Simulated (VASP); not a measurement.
# Os (I4/mmm) in VASP: a series of runs, part 2 of 3

VASP 6.6.1. Earlier steps stand in the parts before.

### 4 Electric field gradients, PBEsol (equal xx and yy strain of -1 %)

Contents of INCAR:

```
SYSTEM = Os
PREC = Accurate
ENCUT = 520
EDIFF = 1E-8
ISMEAR = -1
SIGMA = 0.05
LREAL = .FALSE.
LASPH = .TRUE.
NELM = 80
ALGO = Normal
ISIF = 2
LWAVE = .FALSE.
LCHARG = .FALSE.
GGA = PS
LEFG = .TRUE.
NBANDS = 10
```

Contents of KPOINTS:

```
Automatic mesh
0
G
  14 14 14
  0 0 0
```

Contents of POSCAR:

```
Os
1.0
    0.0000000000      1.9255500000      1.9450000000
    1.9255500000      0.0000000000      1.9450000000
    1.9255500000      1.9255500000      0.0000000000
Os
1
Direct
    0.0000000000      0.0000000000      0.0000000000
```

Potentials or basis: VASP PAW PBE potentials, release 64 (Os).

Command:

```bash
cat potpaw_PBE.64/Os/POTCAR > POTCAR
mpirun -np 1 vasp_std > vasp.out
```

OUTCAR:

```text
SYSTEM = Os
   PREC = Accurate
   ENCUT = 520
   EDIFF = 1E-8
   ISMEAR = -1
   LREAL = .FALSE.
   LASPH = .TRUE.
   NELM = 80
   ISIF = 2
   GGA = PS

 ion  position               nearest neighbor table
   1  0.000  0.000  0.000-

  LATTYP: Found a body centered tetragonal cell.
 ALAT       =     2.7231389250
 C/A-ratio  =     1.4284985479

  Lattice vectors:

 A1 = (  -1.9255500000,   0.0000000000,   1.9450000000)
 A2 = (   1.9255500000,   0.0000000000,   1.9450000000)
 A3 = (   0.0000000000,   1.9255500000,  -1.9450000000)

Analysis of symmetry for initial positions (statically):
=====================================================================
 Subroutine PRICEL returns:
 Original cell was already a primitive cell.

 Routine SETGRP: Setting up the symmetry group for a
 body centered tetragonal supercell.

 Subroutine GETGRP returns: Found 16 space group operations
 (whereof 16 operations were pure point group operations)
 out of a pool of 16 trial point group operations.

The static configuration has the point symmetry D_4h.

Analysis of symmetry for dynamics (positions and initial velocities):
=====================================================================
 Subroutine PRICEL returns:
 Original cell was already a primitive cell.

 Routine SETGRP: Setting up the symmetry group for a
 body centered tetragonal supercell.

 Subroutine GETGRP returns: Found 16 space group operations
 (whereof 16 operations were pure point group operations)
 out of a pool of 16 trial point group operations.

The dynamic configuration has the point symmetry D_4h.

 Subroutine INISYM returns: Found 16 space group operations
 (whereof 16 operations are pure point group operations),
 and found     1 'primitive' translations

----------------------------------------------------------------------------------------

                                     Primitive cell

  volume of cell :      14.4231

  direct lattice vectors                    reciprocal lattice vectors
     0.000000000  1.925550000  1.945000000    -0.259666069  0.259666069  0.257069409
     1.925550000  0.000000000  1.945000000     0.259666069 -0.259666069  0.257069409
     1.925550000  1.925550000  0.000000000     0.259666069  0.259666069 -0.257069409

  length of vectors
     2.736926708  2.736926708  2.723138925     0.448260656  0.448260656  0.448260656

  position of ions in fractional coordinates (direct lattice)
     0.000000000  0.000000000  0.000000000

  ion indices of the primitive-cell ions
   primitive index   ion index
                 1           1

----------------------------------------------------------------------------------------

 KPOINTS: Automatic mesh

Automatic generation of k-mesh.
 Grid dimensions read from file:
 generate k-points for:   14   14   14

 Generating k-lattice:

  Cartesian coordinates                     Fractional coordinates (reciprocal lattice)
[... 70 lines left out ...]
   PSTRESS=    0.0 pullay stress
   NELECT =       8.0000    total number of electrons
   NUPDOWN=      -1.0000    fix difference up-down
   EMIN   =  10.00;   EMAX   =-10.00  energy-range for DOS
   EFERMI =   0.00;   METHOD = LEGACY
   ISMEAR =    -1;   SIGMA  =   0.05  broadening in eV -4-tet -1-fermi 0-gaus
   EFERMI_NEDOS =   21; number of points for ismear=-14 and -15
   IALGO  =     38    algorithm
   IMIX   =      4    mixing-type and parameters
     AMIX     =   0.40;   BMIX     =  1.00
     AMIX_MAG =   1.60;   BMIX_MAG =  1.00
  volume/ion in A,a.u.               =      14.42        97.33
  Fermi-wavevector in a.u.,A,eV,Ry     =   1.345091  2.541854 24.616621  1.809271
  Thomas-Fermi vector in A             =   2.473032
   LORBIT       =      0    0 simple, 1 ext, 2 COOP (PROOUT), +10 PAW based schemes
   GGA     = PS    functional components
   LHFCALC =     F    Hartree Fock is set to
   AEXX    =    0.0000 exact exchange contribution
   IVDW    =     0    specifies the selected vdW correction
   LEPSILON=     F    determine dielectric tensor
   LRPA    =     F    only Hartree local field effects (RPA)
 non-spin polarized calculation
  energy-cutoff  :      520.00
  volume of cell :       14.42
 maximum number of plane-waves:       397
   NGX = 11   NGY = 11   NGZ = 11

 number of electron       8.0000000 magnetization

 Free energy of the ion-electron system (eV)
  ---------------------------------------------------
  ext. energy  EPLUGINS =         0.00000000
  ---------------------------------------------------
  free energy    TOTEN  =       -12.07674677 eV

  energy without entropy =      -12.06661113  energy(sigma->0) =      -12.07167895

 E-fermi :   8.6859     XC(G=0): -13.9790

 val. band max:        8.6830709983   @ k =  -0.3571   0.1429   0.4286
 cond. band min:       8.6875845051   @ k =  -0.3571   0.3571   0.0000
 fundamental gap:      0.0045135068
 Fermi energy:         8.6859272068

 k-point     1 :       0.0000    0.0000    0.0000
  band No.  band energies     occupation
      1      -1.8696      2.00000
      2       5.7540      2.00000
      3       5.8948      2.00000
      4       5.8948      2.00000
      5       8.6797      1.06266
      6       8.8617      0.05777
      7      23.0242      0.00000
      8      28.4186      0.00000
      9      28.7491      0.00000
     10      28.7491      0.00000
[... 287 lines left out ...]
 k-point    24 :       0.2857    0.1429    0.0000
  band No.  band energies     occupation
      1       0.9078      2.00000
      2       4.3202      2.00000
      3       6.1273      2.00000
      4       7.0920      2.00000
      5       8.4438      1.98436
      6       9.8296      0.00000
      7      24.1250      0.00000
      8      27.0797      0.00000
      9      29.3775      0.00000
     10      30.0382      0.00000

 [... further k-points ...]

------------------------ aborting loop because EDIFF is reached ----------------------------------------

  FORCE on cell =-STRESS in cart. coord.  units (eV):
  Direction    XX          YY          ZZ          XY          YZ          ZX
  --------------------------------------------------------------------------------------
  -------------------------------------------------------------------------------------
  Total       -1.0769755     -1.0769755     -1.3241977      0.0000000      0.0000000     -0.0000000
  in kB     -119.6347080   -119.6347080   -147.0971282      0.0000000      0.0000000     -0.0000000
  external PRESSURE =    -128.7888481 kB  Pullay stress =       0.0000000 kB

 VOLUME and BASIS-vectors are now :
 -----------------------------------------------------------------------------
  energy-cutoff  :      520.00
  volume of cell :       14.42
      direct lattice vectors                 reciprocal lattice vectors
     0.000000000  1.925550000  1.945000000    -0.259666069  0.259666069  0.257069409
     1.925550000  0.000000000  1.945000000     0.259666069 -0.259666069  0.257069409
     1.925550000  1.925550000  0.000000000     0.259666069  0.259666069 -0.257069409

 POSITION                                       TOTAL-FORCE (eV/Angst)
 -----------------------------------------------------------------------------------
      0.00000      0.00000      0.00000         0.000000      0.000000      0.000000
 -----------------------------------------------------------------------------------
    total drift:                                0.000000      0.000000     -0.000000

  FREE ENERGIE OF THE ION-ELECTRON SYSTEM (eV)
  ---------------------------------------------------
  free  energy   TOTEN  =       -12.0767467707 eV

  energy  without entropy=      -12.0666111341  energy(sigma->0) =      -12.07167895

 Electric field gradients (V/A^2)
---------------------------------------------------------------------
 ion       V_xx      V_yy      V_zz      V_xy      V_xz      V_yz
---------------------------------------------------------------------
   1      -0.935    -0.935     1.869    -0.000    -0.000    -0.000
---------------------------------------------------------------------

 Electric field gradients after diagonalization (V/A^2)
 (convention: |V_zz| > |V_xx| > |V_yy|)
----------------------------------------------------------------------
 ion       V_xx      V_yy      V_zz     asymmetry (V_yy - V_xx)/ V_zz
----------------------------------------------------------------------
   1      -0.935    -0.934     1.869       0.000
----------------------------------------------------------------------

           NMR quadrupolar parameters

 Cq : quadrupolar parameter    Cq=e*Q*V_zz/h
 eta: asymmetry parameters     (V_yy - V_xx)/ V_zz
 Q  : nuclear electric quadrupole moment in mb (millibarn)
----------------------------------------------------------------------
 ion       Cq(MHz)       eta       Q (mb)
----------------------------------------------------------------------
   1       0.005       0.000       1.000
----------------------------------------------------------------------
```

OSZICAR:

```text
N       E                     dE             d eps       ncg     rms          rms(c)
DAV:   1     0.350376797905E+02    0.35038E+02   -0.41800E+03  4952   0.739E+02
DAV:   2    -0.117643711718E+02   -0.46802E+02   -0.43862E+02  5056   0.200E+02
DAV:   3    -0.128570748344E+02   -0.10927E+01   -0.10879E+01  5758   0.284E+01
DAV:   4    -0.128597132757E+02   -0.26384E-02   -0.26381E-02  5336   0.156E+00
DAV:   5    -0.128597221154E+02   -0.88397E-05   -0.88383E-05  5420   0.837E-02    0.160E+01
DAV:   6    -0.122466445712E+02    0.61308E+00   -0.72070E-01  5838   0.671E+00    0.690E+00
DAV:   7    -0.120816178160E+02    0.16503E+00   -0.45696E-01  6046   0.508E+00    0.390E-01
DAV:   8    -0.120784435637E+02    0.31743E-02   -0.20331E-03  5082   0.367E-01    0.269E-01
DAV:   9    -0.120767505339E+02    0.16930E-02   -0.82848E-04  5308   0.312E-01    0.267E-02
DAV:  10    -0.120767497520E+02    0.78190E-06   -0.95074E-06  5354   0.226E-02    0.102E-02
DAV:  11    -0.120767468114E+02    0.29406E-05   -0.84169E-07  5308   0.135E-02    0.184E-03
DAV:  12    -0.120767467645E+02    0.46930E-07   -0.56792E-09  3550   0.664E-04    0.326E-04
DAV:  13    -0.120767467707E+02   -0.61793E-08   -0.44274E-10  2664   0.214E-04
   1 F= -.12076747E+02 E0= -.12071679E+02  d E =-.101356E-01
```

stdout:

```text
POSCAR found type information on POSCAR Os
 POSCAR found :  1 types and       1 ions
 scaLAPACK will be used
 -----------------------------------------------------------------------------
|                                                                             |
|                                                                             |
|     You enforced a specific xc type in the INCAR file but a different       |
|     I HOPE YOU KNOW WHAT YOU ARE DOING!                                     |
|                                                                             |
 -----------------------------------------------------------------------------

 LDA part: xc-table for (Slater+PW92), standard interpolation
 POSCAR, INCAR and KPOINTS ok, starting setup
 FFT: planning ... GRIDC
 FFT: planning ... GRID_SOFT
 FFT: planning ... GRID
 WAVECAR not read
 entering main loop
ion   1
```

Run time: 11 s. Hardware: 1 thread of Intel Xeon 6975P-C (Granite Rapids), shared host; peak memory 0.15 GiB.

Results:

| Quantity | Value |
| --- | --- |
| Free energy | -12.0767 eV |
| Pressure | -12.9 GPa |
| Band gap on the k mesh | zero (band 4 reaches 11.07 eV, above the bottom of band 5 at 7.45 eV) |

Levels at points of the mesh, in eV from the Fermi level:
```tsv
k point	band 2	band 3	band 4	band 5	band 6	band 7
(0.00, 0.00, 0.00)	-2.93	-2.79	-2.79	-0.01	0.18	14.34
(0.50, 0.00, 0.00)	-3.06	-2.91	-0.20	2.35	2.44	8.65
(0.50, 0.50, 0.00)	-6.56	2.17	2.36	3.04	3.04	11.63
(0.50, 0.00, 0.50)	-6.57	2.35	2.38	2.98	3.13	11.90
```

Electric field gradients, principal values (V/Å²):
```csv
atom,least,middle,greatest (by size)
1 Os,-0.934,-0.935,1.869
```

Caveat: the cell differs from its parent crystal (equal xx and yy strain of -1 %); without QUAD_EFG the Cq values of the log hold for a quadrupole moment of 1 mb, not for the nuclei; the PAW data sets were made with another functional, which shifts forces and pressure a little; spin-orbit coupling is left out, which moves the levels of the heavy elements.

### 5 Electric field gradients, PBEsol (zz strain of +1 %)

Contents of INCAR:

```
  ALGO = Normal
  EDIFF = 1E-8
  ENCUT = 520
  GGA = PS
  ISIF = 2
  ISMEAR = -1
  LASPH = True
  LCHARG = False
  LEFG = True
  LREAL = False
  LWAVE = False
  NBANDS = 10
  NELM = 60
  PREC = Accurate
  SIGMA = 0.05
```

Contents of KPOINTS:

```
k-points
0
Gamma
  14 14 14
```

Contents of POSCAR:

```
Os
1.0
    0.0000000000      1.9450000000      1.9644500000
    1.9450000000      0.0000000000      1.9644500000
    1.9450000000      1.9450000000      0.0000000000
Os
1
Direct
    0.0000000000      0.0000000000      0.0000000000
```

Potentials or basis: VASP PAW PBE potentials, release 64 (Os).

Command:

```bash
cat potpaw_PBE.64/Os/POTCAR > POTCAR
mpirun -np 1 vasp_std > vasp.out
```

OUTCAR:

```text
EDIFF = 1E-8
   ENCUT = 520
   GGA = PS
   ISIF = 2
   ISMEAR = -1
   LASPH = True
   LREAL = False
   NELM = 60
   PREC = Accurate

 ion  position               nearest neighbor table
   1  0.000  0.000  0.000-

  LATTYP: Found a body centered tetragonal cell.
 ALAT       =     2.7506453788
 C/A-ratio  =     1.4283556980

  Lattice vectors:

 A1 = (  -1.9450000000,   0.0000000000,   1.9644500000)
 A2 = (   1.9450000000,   0.0000000000,   1.9644500000)
 A3 = (   0.0000000000,   1.9450000000,  -1.9644500000)

Analysis of symmetry for initial positions (statically):
=====================================================================
 Subroutine PRICEL returns:
 Original cell was already a primitive cell.

 Routine SETGRP: Setting up the symmetry group for a
[... 495 lines left out ...]
  external PRESSURE =    -231.7925209 kB  Pullay stress =       0.0000000 kB

 VOLUME and BASIS-vectors are now :
 -----------------------------------------------------------------------------
  energy-cutoff  :      520.00
  volume of cell :       14.86
      direct lattice vectors                 reciprocal lattice vectors
     0.000000000  1.945000000  1.964450000    -0.257069409  0.257069409  0.254524167
     1.945000000  0.000000000  1.964450000     0.257069409 -0.257069409  0.254524167
     1.945000000  1.945000000  0.000000000     0.257069409  0.257069409 -0.254524167

 POSITION                                       TOTAL-FORCE (eV/Angst)
 -----------------------------------------------------------------------------------
      0.00000      0.00000      0.00000         0.000000     -0.000000      0.000000
 -----------------------------------------------------------------------------------
    total drift:                                0.000000      0.000000     -0.000000

  FREE ENERGIE OF THE ION-ELECTRON SYSTEM (eV)
  ---------------------------------------------------
  free  energy   TOTEN  =       -12.0271633214 eV

  energy  without entropy=      -12.0167554228  energy(sigma->0) =      -12.02195937

 Electric field gradients (V/A^2)
---------------------------------------------------------------------
 ion       V_xx      V_yy      V_zz      V_xy      V_xz      V_yz
---------------------------------------------------------------------
   1      -0.898    -0.898     1.796     0.000    -0.000    -0.000
---------------------------------------------------------------------

 Electric field gradients after diagonalization (V/A^2)
 (convention: |V_zz| > |V_xx| > |V_yy|)
----------------------------------------------------------------------
 ion       V_xx      V_yy      V_zz     asymmetry (V_yy - V_xx)/ V_zz
----------------------------------------------------------------------
   1      -0.898    -0.898     1.796       0.000
----------------------------------------------------------------------

           NMR quadrupolar parameters

 Cq : quadrupolar parameter    Cq=e*Q*V_zz/h
 eta: asymmetry parameters     (V_yy - V_xx)/ V_zz
 Q  : nuclear electric quadrupole moment in mb (millibarn)
----------------------------------------------------------------------
 ion       Cq(MHz)       eta       Q (mb)
----------------------------------------------------------------------
   1       0.004       0.000       1.000
----------------------------------------------------------------------
```

OSZICAR:

```text
N       E                     dE             d eps       ncg     rms          rms(c)
DAV:   1     0.340864825838E+02    0.34086E+02   -0.41538E+03  5040   0.736E+02
DAV:   2    -0.117372063203E+02   -0.45824E+02   -0.42422E+02  5036   0.198E+02
DAV:   3    -0.128327554636E+02   -0.10955E+01   -0.10861E+01  5760   0.282E+01
DAV:   4    -0.128357062912E+02   -0.29508E-02   -0.29502E-02  5284   0.161E+00
DAV:   5    -0.128357165041E+02   -0.10213E-04   -0.10212E-04  5396   0.885E-02    0.150E+01
DAV:   6    -0.121929911345E+02    0.64273E+00   -0.80697E-01  5798   0.707E+00    0.618E+00
DAV:   7    -0.120319473079E+02    0.16104E+00   -0.46871E-01  6070   0.512E+00    0.337E-01
DAV:   8    -0.120287741644E+02    0.31731E-02   -0.21159E-03  5060   0.364E-01    0.230E-01
DAV:   9    -0.120271653708E+02    0.16088E-02   -0.75246E-04  5336   0.294E-01    0.290E-02
DAV:  10    -0.120271664121E+02   -0.10414E-05   -0.82414E-06  5348   0.211E-02    0.963E-03
DAV:  11    -0.120271633634E+02    0.30487E-05   -0.82085E-07  5296   0.131E-02    0.150E-03
DAV:  12    -0.120271633237E+02    0.39748E-07   -0.59441E-09  3542   0.678E-04    0.287E-04
DAV:  13    -0.120271633214E+02    0.22164E-08   -0.33148E-10  2680   0.204E-04
   1 F= -.12027163E+02 E0= -.12021959E+02  d E =-.104079E-01
```

stdout:

```text
POSCAR found type information on POSCAR Os
 POSCAR found :  1 types and       1 ions
 scaLAPACK will be used
 -----------------------------------------------------------------------------
|                                                                             |
|                                                                             |
|     You enforced a specific xc type in the INCAR file but a different       |
|     I HOPE YOU KNOW WHAT YOU ARE DOING!                                     |
|                                                                             |
 -----------------------------------------------------------------------------

 LDA part: xc-table for (Slater+PW92), standard interpolation
 POSCAR, INCAR and KPOINTS ok, starting setup
 FFT: planning ... GRIDC
 FFT: planning ... GRID_SOFT
 FFT: planning ... GRID
 WAVECAR not read
 entering main loop
ion   1
```

Wall time 10 s (1 thread of Intel Xeon 6975P-C (Granite Rapids), shared host); peak memory 0.16 GiB.

Results:

```yaml
Free_energy: -12.0272 eV
Pressure: -23.2 GPa
Band_gap_on_the_k_mesh: zero (band 4 reaches 10.57 eV, above the bottom of band 5 at 7.07 eV)
```

Stress tensor (GPa, compression positive):
```
-22.34   0.00   0.00
  0.00 -22.34   0.00
  0.00   0.00 -24.85
```

Levels at points of the mesh, in eV from the Fermi level:
| k point | band 2 | band 3 | band 4 | band 5 | band 6 | band 7 |
| --- | --- | --- | --- | --- | --- | --- |
| (0.00, 0.00, 0.00) | -2.81 | -2.67 | -2.67 | -0.01 | 0.16 | 14.35 |
| (0.50, 0.00, 0.00) | -2.92 | -2.78 | -0.18 | 2.23 | 2.31 | 8.27 |
| (0.50, 0.50, 0.00) | -6.28 | 2.11 | 2.24 | 2.89 | 2.89 | 11.15 |
| (0.50, 0.00, 0.50) | -6.29 | 2.23 | 2.32 | 2.83 | 2.97 | 11.41 |

Electric field gradients, principal values (V/Å²):
| atom | least | middle | greatest (by size) |
| --- | --- | --- | --- |
| 1 Os | -0.898 | -0.898 | 1.796 |

Caveat: the cell differs from its parent crystal (zz strain of +1 %); without QUAD_EFG the Cq values of the log hold for a quadrupole moment of 1 mb, not for the nuclei; the PAW data sets were made with another functional, which shifts forces and pressure a little; spin-orbit coupling is left out, which moves the levels of the heavy elements.

(Part 2 of 3 ends here.)
